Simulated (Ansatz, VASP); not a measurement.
Two plane-wave programs on Bi2Br3

```
Bi Br
1.0
     4.91061    0.00000    0.00000
    -2.45531    4.25272    0.00000
     0.00000    0.00000    7.65474
Bi Br
2 3
Cartesian
  2.4553 1.4176 1.2052
  0.0000 2.8351 6.4496
  0.0000 0.0000 0.0000
  0.0000 2.8351 2.5982
  2.4553 1.4176 5.0566
```

Alike in both runs: functional PBE; dispersion D3(BJ); k mesh 6 × 6 × 2; occupations gaussian, width 0.1 eV; no spin polarisation.

Ansatz relaxed the structure, and its values are those at the end. VASP's run is a single point on that final structure, the one shown.

```csv
,VASP,Ansatz
version,VASP 6.6.1,Ansatz 0.2.0
potentials or method,"VASP PAW PBE potentials, release 64 (Bi_d, Br), cutoff 520 eV","scalar-relativistic, plane waves, PAW"
valence electrons in the cell,51,51
```

|  | VASP | Ansatz | Ansatz less VASP |
| --- | --- | --- | --- |
| gap on the k mesh at the Fermi level (eV) | none | none | - |
| pressure (GPa) | 0.0 | 0.0 | +0.02 |
| rms of the force components (eV/Å) | 0.007 | 0.007 | -0.0005 |

A gap of «none» marks a metal or a gap that the smearing closes.

The k mesh is coarse, so the values compare programs but aren't converged. Neither program's run includes spin-orbit coupling.
